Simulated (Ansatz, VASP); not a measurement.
**Two plane-wave programs on CoMo**

```xyz
2
Lattice="2.5017 0.0000 0.0000 -1.2509 2.1666 0.0000 0.0000 0.0000 3.8837" Properties=species:S:1:pos:R:3 pbc="T T T"
Co    1.2509    0.7222    1.9419
Mo    0.0000    1.4444    0.0000
```

Change from the starting cell: volume scaled by 0.8, no spin polarisation, PAW files.

Alike in both runs: task single point; functional LDA; k mesh 14 × 14 × 8; occupations fermi-dirac, width 0.05 eV; no spin polarisation.

```csv
,VASP,Ansatz
version,VASP 6.6.1,Ansatz 0.2.0
potentials or method,"VASP PAW LDA potentials, release 64 (Co, Mo_sv)","PAW with Ansatz's default frozen-core files, scalar-relativistic"
plane-wave cutoff (eV),520,420
valence electrons in the cell,23,31
```

Ansatz gave:

- pressure (GPa): 67.8
- traceless stress, the component that is largest in VASP (GPa): 2.30

Which values does VASP return?

Pressure (GPa): 69.1; traceless stress, the component that is largest in VASP (GPa): 1.58.

LDA's correlation is that of Perdew and Zunger in VASP and of Perdew and Wang (1992) in Ansatz. Both programs put the cell under a high pressure, so it lies far from rest at this level. VASP's potentials hold 23 valence electrons a cell and Ansatz's 31, so a difference there can come from the potentials and not from the codes.

Noted on VASP's run: the cell as given lies far from equilibrium.
